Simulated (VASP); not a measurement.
MnO2:

```xyz
6
Lattice="4.4004 0.0000 0.0000 0.0000 4.4004 0.0000 0.0000 0.0000 2.8671" Properties=species:S:1:pos:R:3 pbc="T T T"
Mn    2.2002    2.2002    1.4335
Mn    0.0000    0.0000    0.0000
O     3.5420    0.8585    1.4335
O     3.0587    3.0587    0.0000
O     0.8585    3.5420    1.4335
O     1.3418    1.3418    0.0000
```

Base run:

- Program: VASP 6.6.1
- Functional: PBE
- Potentials or basis: VASP PAW PBE potentials, release 64 (Mn_pv, O)
- Cutoff: 520 eV
- k mesh: 6 × 6 × 9
- Occupations: fermi-dirac, width 0.05 eV
- Spin: collinear spin, ferrimagnetic start
- Starting moments: [-2.09, 4.04, 0.0, 0.0, 0.0, 0.0] μB

Its results: band gap on the k mesh zero (filled and empty bands overlap); pressure 4.0 GPa; net moment 0.00 μB per cell; site moments Mn -2.50, +2.50; O +0.05, -0.05 (each value once) μB; largest force 0.155 eV/Å.

Q: The run is repeated on the same cell with these changes: spin from collinear spin, ferrimagnetic start to collinear spin, ferromagnetic start; moments at the start from [-2.09, 4.04, 0.0, 0.0, 0.0, 0.0] to [5.5, 5.5, 0.0, 0.0, 0.0, 0.0]. What comes out?

A: Band gap on the k mesh zero (filled and empty bands overlap); pressure 6.9 GPa; net moment 5.99 μB per cell; site moments Mn +2.69; O +0.10 μB; largest force 0.029 eV/Å.

Caveats: the cell stands under pressure; semilocal functionals often make such compounds metallic where correlation or magnetic order opens a gap, which also shifts bond lengths.
